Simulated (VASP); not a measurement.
Input of a VASP 6.6.1 run:

Contents of INCAR:

```
SYSTEM = HfN
PREC = Accurate ; ENCUT = 520
EDIFF = 1E-7 ; ISMEAR = 0
SIGMA = 0.1 ; LREAL = .FALSE.
LASPH = .TRUE. ; NELM = 100
ALGO = Normal ; ISIF = 2
LWAVE = .FALSE. ; LCHARG = .TRUE.
GGA = PS ; LELF = .TRUE.
LVHAR = .TRUE. ; NBANDS = 23
```

File KPOINTS:

```
Automatic mesh
0
G
  16 16 12
  0 0 0
```

File POSCAR:

```
HfN
1.0
    2.2508679147      2.2508679147      0.0000000000
   -2.2508679147      2.2508679147      0.0000000000
    0.0000000000      0.0000000000      4.3666837546
Hf N
2 2
Direct
    0.0000000000      0.0000000000      0.0000000000
    0.5000000000      0.5000000000      0.5000000000
    0.5000000000      0.5000000000      0.0000000000
    0.0000000000      0.0000000000      0.5000000000
```

Potentials or basis: VASP PAW PBE potentials, release 64 (Hf_pv, N).

Run with:

```sh
$ cat potpaw_PBE.64/Hf_pv/POTCAR potpaw_PBE.64/N/POTCAR > POTCAR
$ mpirun -np 1 vasp_std > vasp.out
```

(1) Predict the band gap on the k mesh.

(2) What does it give for the pressure?

Results:

(1) zero (bands 15 and 16 overlap by 6.99 eV).

(2) 7.7 GPa.

Caveat: the cell differs from its parent crystal (strain along c alone, the other axes held: -3.0 %); the cell stands under pressure; the PAW data sets were made with another functional, which shifts forces and pressure a little; spin-orbit coupling is left out, which moves the levels of the heavy elements.
